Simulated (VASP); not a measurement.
# LiCl (Fm-3m) in VASP: single point with LDA

Aim: the single point of LiCl with LDA.

Everything below comes from runs of VASP 6.6.1. Logs are shortened: lines on timing, memory, paths and dates and some standing lists are left out, and cuts for length are marked.

### Step 1. The cell of the first run

The structure is cubic, space group Fm-3m (No. 225). The conventional cell has a = 5.130 Å, b = 5.130 Å, c = 5.130 Å, α = 90.00°, β = 90.00°, γ = 90.00°. Within 3.4 Å of Li (site symmetry m-3m) lie 6 Cl at 2.56 Å. Within 3.4 Å of Cl (site symmetry m-3m) lie 6 Li at 2.56 Å.

### Step 2. Single point, LDA

The input, INCAR:

```
PREC = Accurate
ENCUT = 520
EDIFF = 1E-6
ISMEAR = 0
SIGMA = 0.05
LREAL = False
LASPH = True
NELM = 60
ALGO = Normal
ISIF = 2
LWAVE = False
LCHARG = True
GGA = CA
LELF = True
LVHAR = True
NBANDS = 12
```

The input, KPOINTS:

```
Automatic mesh
0
Gamma
  8 8 8
```

The input, POSCAR:

```
LiCl
1.0
    0.0000000000      2.5647600000      2.5647600000
    2.5647600000      0.0000000000      2.5647600000
    2.5647600000      2.5647600000      0.0000000000
Li Cl
1 1
Direct
    0.0000000000      0.0000000000      0.0000000000
    0.5000000000      0.5000000000      0.5000000000
```

Potentials or basis: VASP PAW LDA potentials, release 64 (Li_sv, Cl).

Started as:

```
$ cat potpaw_LDA.64/Li_sv/POTCAR potpaw_LDA.64/Cl/POTCAR > POTCAR
$ mpirun -np 1 vasp_std > vasp.out
```

OUTCAR:

```text
PREC = Accurate
   ENCUT = 520
   EDIFF = 1E-6
   ISMEAR = 0
   LREAL = False
   LASPH = True
   NELM = 60
   ISIF = 2
   GGA = CA

 ion  position               nearest neighbor table
   1  0.000  0.000  0.000-   2 2.56   2 2.56   2 2.56   2 2.56   2 2.56   2 2.56
   2  0.500  0.500  0.500-   1 2.56   1 2.56   1 2.56   1 2.56   1 2.56   1 2.56

  LATTYP: Found a face centered cubic cell.
 ALAT       =     5.1295200000

  Lattice vectors:

 A1 = (   0.0000000000,   2.5647600000,   2.5647600000)
 A2 = (   2.5647600000,   0.0000000000,   2.5647600000)
 A3 = (   2.5647600000,   2.5647600000,   0.0000000000)

Analysis of symmetry for initial positions (statically):
=====================================================================
 Subroutine PRICEL returns:
 Original cell was already a primitive cell.

 Routine SETGRP: Setting up the symmetry group for a
 face centered cubic supercell.

 Subroutine GETGRP returns: Found 48 space group operations
 (whereof 48 operations were pure point group operations)
 out of a pool of 48 trial point group operations.

The static configuration has the point symmetry O_h .

Analysis of symmetry for dynamics (positions and initial velocities):
=====================================================================
 Subroutine PRICEL returns:
 Original cell was already a primitive cell.

 Routine SETGRP: Setting up the symmetry group for a
 face centered cubic supercell.

 Subroutine GETGRP returns: Found 48 space group operations
 (whereof 48 operations were pure point group operations)
 out of a pool of 48 trial point group operations.

The dynamic configuration has the point symmetry O_h .

 Subroutine INISYM returns: Found 48 space group operations
 (whereof 48 operations are pure point group operations),
 and found     1 'primitive' translations

----------------------------------------------------------------------------------------

                                     Primitive cell

  volume of cell :      33.7420

  direct lattice vectors                    reciprocal lattice vectors
     0.000000000  2.564760000  2.564760000    -0.194950015  0.194950015  0.194950015
     2.564760000  0.000000000  2.564760000     0.194950015 -0.194950015  0.194950015
     2.564760000  2.564760000  0.000000000     0.194950015  0.194950015 -0.194950015

  length of vectors
     3.627118376  3.627118376  3.627118376     0.337663331  0.337663331  0.337663331

  position of ions in fractional coordinates (direct lattice)
     0.000000000  0.000000000  0.000000000
     0.500000000  0.500000000  0.500000000

  ion indices of the primitive-cell ions
   primitive index   ion index
                 1           1
                 2           2

----------------------------------------------------------------------------------------

 KPOINTS: Automatic mesh

Automatic generation of k-mesh.
 Grid dimensions read from file:
 generate k-points for:    8    8    8

 Generating k-lattice:

  Cartesian coordinates                     Fractional coordinates (reciprocal lattice)
    -0.024368752  0.024368752  0.024368752     0.125000000  0.000000000  0.000000000
     0.024368752 -0.024368752  0.024368752     0.000000000  0.125000000  0.000000000
     0.024368752  0.024368752 -0.024368752     0.000000000  0.000000000  0.125000000

  Length of vectors
     0.042207916  0.042207916  0.042207916

  Shift w.r.t. Gamma in fractional coordinates (k-lattice)
     0.000000000  0.000000000  0.000000000

 Subroutine IBZKPT returns following result:
 ===========================================

 Found     29 irreducible k-points:

 Following reciprocal coordinates:
            Coordinates               Weight
  0.000000  0.000000  0.000000      1.000000
  0.125000  0.000000  0.000000      8.000000
  0.250000  0.000000  0.000000      8.000000
  0.375000  0.000000  0.000000      8.000000
  0.500000  0.000000  0.000000      4.000000
  0.125000  0.125000  0.000000      6.000000
[... 16 lines left out ...]
  0.500000  0.250000  0.125000     48.000000
 -0.375000  0.250000  0.125000     24.000000
 [... further k-points ...]
   k-points           NKPTS =     29   k-points in BZ     NKDIM =     29   number of bands    NBANDS=     12
   number of dos      NEDOS =    301   number of ions     NIONS =      2
   total plane-waves  NPLWV =  21952
   dimension x,y,z NGX =    28 NGY =   28 NGZ =   28
   dimension x,y,z NGXF=    56 NGYF=   56 NGZF=   56
   ions per type =               1   1
   NGX,Y,Z   is equivalent  to a cutoff of  12.83, 12.83, 12.83 a.u.
   NGXF,Y,Z  is equivalent  to a cutoff of  25.67, 25.67, 25.67 a.u.
 SYSTEM =  unknown system
   PREC   = accura    normal or accurate (medium, high low for compatibility)
   ISTART =      0    job   : 0-new  1-cont  2-samecut
   ICHARG =      2    charge: 1-file 2-atom 10-const
   ISPIN  =      1    spin polarized calculation?
   LNONCOLLINEAR =      F non collinear calculations
   LSORBIT =      F    spin-orbit coupling
   LASPH  =      T    aspherical Exc in radial PAW
   ENCUT  =  520.0 eV  38.22 Ry    6.18 a.u.   6.74  6.74  6.74*2*pi/ulx,y,z
   NELM   =     60;   NELMIN=  2; NELMDL= -5     # of ELM steps
   EDIFF  = 0.1E-05   stopping-criterion for ELM
   LREAL  =      F    real-space projection
   EDIFFG = 0.1E-04   stopping-criterion for IOM
   NSW    =      0    number of steps for IOM
   IBRION =     -1    ionic relax: 0-MD 1-quasi-New 2-CG
   NFREE  =      0    steps in history (QN), initial steepest desc. (CG)
   ISIF   =      2    stress and relaxation
   ISYM   =      2    0-nonsym 1-usesym 2-fastsym
   POTIM  = 0.5000    time-step for ionic-motion
   TEBEG  =    0.0;   TEEND  =   0.0 temperature during run
   PSTRESS=    0.0 pullay stress
   NELECT =      10.0000    total number of electrons
   NUPDOWN=      -1.0000    fix difference up-down
   EMIN   =  10.00;   EMAX   =-10.00  energy-range for DOS
   EFERMI =   0.00;   METHOD = LEGACY
   ISMEAR =     0;   SIGMA  =   0.05  broadening in eV -4-tet -1-fermi 0-gaus
   EFERMI_NEDOS =   21; number of points for ismear=-14 and -15
   IALGO  =     38    algorithm
   IMIX   =      4    mixing-type and parameters
     AMIX     =   0.40;   BMIX     =  1.00
     AMIX_MAG =   1.60;   BMIX_MAG =  1.00
  volume/ion in A,a.u.               =      16.87       113.85
  Fermi-wavevector in a.u.,A,eV,Ry     =   1.091486  2.062609 16.209183  1.191341
  Thomas-Fermi vector in A             =   2.227732
   LORBIT       =      0    0 simple, 1 ext, 2 COOP (PROOUT), +10 PAW based schemes
   GGA     = CA    functional components
   LHFCALC =     F    Hartree Fock is set to
   AEXX    =    0.0000 exact exchange contribution
   IVDW    =     0    specifies the selected vdW correction
   LEPSILON=     F    determine dielectric tensor
   LRPA    =     F    only Hartree local field effects (RPA)
 non-spin polarized calculation
 Gauss-broadening in eV      SIGMA  =   0.05
  energy-cutoff  :      520.00
  volume of cell :       33.74
 maximum number of plane-waves:       934
   NGX = 13   NGY = 13   NGZ = 13

 number of electron      10.0000004 magnetization

 Free energy of the ion-electron system (eV)
  ---------------------------------------------------
  ext. energy  EPLUGINS =         0.00000000
  ---------------------------------------------------
  free energy    TOTEN  =        -8.06205185 eV

  energy without entropy =       -8.06205185  energy(sigma->0) =       -8.06205185

 E-fermi :   0.6782     XC(G=0):  -9.1649

 val. band max:        0.4531223741   @ k =   0.0000   0.0000   0.0000
 cond. band min:       6.4580439548   @ k =   0.0000   0.0000   0.0000
 fundamental gap:      6.0049215807
 Fermi energy:         0.6781696060

 k-point     1 :       0.0000    0.0000    0.0000
  band No.  band energies     occupation
      1     -42.0163      2.00000
      2     -12.8728      2.00000
      3       0.4531      2.00000
      4       0.4531      2.00000
      5       0.4531      2.00000
      6       6.4580      0.00000
      7      12.1888      0.00000
      8      12.1888      0.00000
      9      12.1888      0.00000
     10      14.5625      0.00000
     11      14.5625      0.00000
     12      14.5625      0.00000

 k-point     2 :       0.1250    0.0000    0.0000
  band No.  band energies     occupation
      1     -42.0159      2.00000
      2     -12.7952      2.00000
      3      -0.0949      2.00000
      4       0.4112      2.00000
      5       0.4112      2.00000
      6       6.9240      0.00000
      7      11.3539      0.00000
      8      12.0501      0.00000
      9      12.0501      0.00000
     10      13.3201      0.00000
     11      13.3201      0.00000
     12      15.0482      0.00000

 k-point     3 :       0.2500    0.0000    0.0000
  band No.  band energies     occupation
      1     -42.0147      2.00000
      2     -12.5969      2.00000
      3      -1.1803      2.00000
      4       0.3160      2.00000
      5       0.3160      2.00000
      6       7.3399      0.00000
      7      10.8680      0.00000
      8      10.8680      0.00000
      9      11.1654      0.00000
     10      14.2238      0.00000
     11      14.2238      0.00000
     12      15.6323      0.00000

 k-point     4 :       0.3750    0.0000    0.0000
  band No.  band energies     occupation
      1     -42.0136      2.00000
      2     -12.3807      2.00000
      3      -2.0938      2.00000
      4       0.2280      2.00000
      5       0.2280      2.00000
      6       7.0533      0.00000
      7       9.9734      0.00000
      8       9.9734      0.00000
      9      12.3351      0.00000
     10      16.0413      0.00000
     11      16.0413      0.00000
     12      16.3243      0.00000

 k-point     5 :       0.5000    0.0000    0.0000
  band No.  band energies     occupation
      1     -42.0131      2.00000
      2     -12.2850      2.00000
      3      -2.4438      2.00000
      4       0.1936      2.00000
      5       0.1936      2.00000
      6       6.8641      0.00000
      7       9.6647      0.00000
      8       9.6647      0.00000
      9      13.1187      0.00000
     10      16.9801      0.00000
     11      17.5494      0.00000
     12      17.5494      0.00000
[... 228 lines left out ...]
      1     -42.0122      2.00000
      2     -12.0285      2.00000
      3      -2.5433      2.00000
      4      -0.6865      2.00000
      5      -0.6865      2.00000
      6       8.0891      0.00000
      7       8.4556      0.00000
      8      12.5463      0.00000
      9      14.1770      0.00000
     10      14.1770      0.00000
     11      17.4641      0.00000
     12      19.0890      0.00000

 k-point    22 :       0.3750    0.2500    0.1250
  band No.  band energies     occupation
      1     -42.0139      2.00000
      2     -12.4338      2.00000
      3      -1.3944      2.00000
      4      -0.4436      2.00000
      5       0.1078      2.00000
      6       8.5780      0.00000
      7       9.8496      0.00000
      8       9.9781      0.00000
      9      11.8637      0.00000
     10      13.3163      0.00000
     11      16.8175      0.00000
     12      17.2222      0.00000

 k-point    23 :       0.5000    0.2500    0.1250
  band No.  band energies     occupation
      1     -42.0130      2.00000
      2     -12.2470      2.00000
      3      -1.9339      2.00000
      4      -0.8037      2.00000
      5      -0.0521      2.00000
      6       8.5254      0.00000
      7       9.5648      0.00000
      8      10.5396      0.00000
      9      11.5681      0.00000
     10      14.6113      0.00000
     11      17.7807      0.00000
     12      18.1238      0.00000

 k-point    24 :      -0.3750    0.2500    0.1250
  band No.  band energies     occupation
      1     -42.0127      2.00000
      2     -12.1652      2.00000
      3      -2.1715      2.00000
      4      -0.9036      2.00000
      5      -0.1430      2.00000
      6       8.3474      0.00000
      7       9.5158      0.00000
      8      10.7165      0.00000
      9      11.9422      0.00000
     10      15.7511      0.00000
     11      16.2942      0.00000
     12      18.5450      0.00000

 [... further k-points ...]
[... 5 lines left out ...]
  --------------------------------------------------------------------------------------
  -------------------------------------------------------------------------------------
  Total       -0.6963567     -0.6963567     -0.6963567      0.0000000      0.0000000      0.0000000
  in kB      -33.0652741    -33.0652741    -33.0652741      0.0000000      0.0000000      0.0000000
  external PRESSURE =     -33.0652741 kB  Pullay stress =       0.0000000 kB

 VOLUME and BASIS-vectors are now :
 -----------------------------------------------------------------------------
  energy-cutoff  :      520.00
  volume of cell :       33.74
      direct lattice vectors                 reciprocal lattice vectors
     0.000000000  2.564760000  2.564760000    -0.194950015  0.194950015  0.194950015
     2.564760000  0.000000000  2.564760000     0.194950015 -0.194950015  0.194950015
     2.564760000  2.564760000  0.000000000     0.194950015  0.194950015 -0.194950015

 POSITION                                       TOTAL-FORCE (eV/Angst)
 -----------------------------------------------------------------------------------
      0.00000      0.00000      0.00000        -0.000000      0.000000      0.000000
      2.56476      2.56476      2.56476         0.000000     -0.000000     -0.000000
 -----------------------------------------------------------------------------------
    total drift:                                0.000000      0.000000      0.000000

  FREE ENERGIE OF THE ION-ELECTRON SYSTEM (eV)
  ---------------------------------------------------
  free  energy   TOTEN  =        -8.0620518480 eV

  energy  without entropy=       -8.0620518480  energy(sigma->0) =       -8.06205185
```

Run time: 4.7 s. Hardware: 1 thread of Intel Xeon 6975P-C (Granite Rapids), shared host; peak memory 0.13 GiB.

What came out:

* Free energy: -8.0621 eV
* Band gap on the k mesh: 6.00 eV, direct

Levels at points of the mesh, in eV from the valence-band top:
```
           k point  band 1  band 2  band 3  band 4  band 5  band 6  band 7  band 8  band 9  band 10
(0.00, 0.00, 0.00)  -42.47  -13.33    0.00    0.00    0.00    6.00   11.74   11.74   11.74    14.11
(0.50, 0.00, 0.00)  -42.47  -12.74   -2.90   -0.26   -0.26    6.41    9.21    9.21   12.67    16.53
(0.50, 0.50, 0.00)  -42.47  -12.48   -3.00   -1.14   -1.14    7.64    8.00   12.09   13.72    13.72
```

Caveat: the cutoff is under 1.25 times the usual one of these potentials, so pressure, stress and relaxed cells hold a basis-set (Pulay) error. A k mesh can miss the band edges.
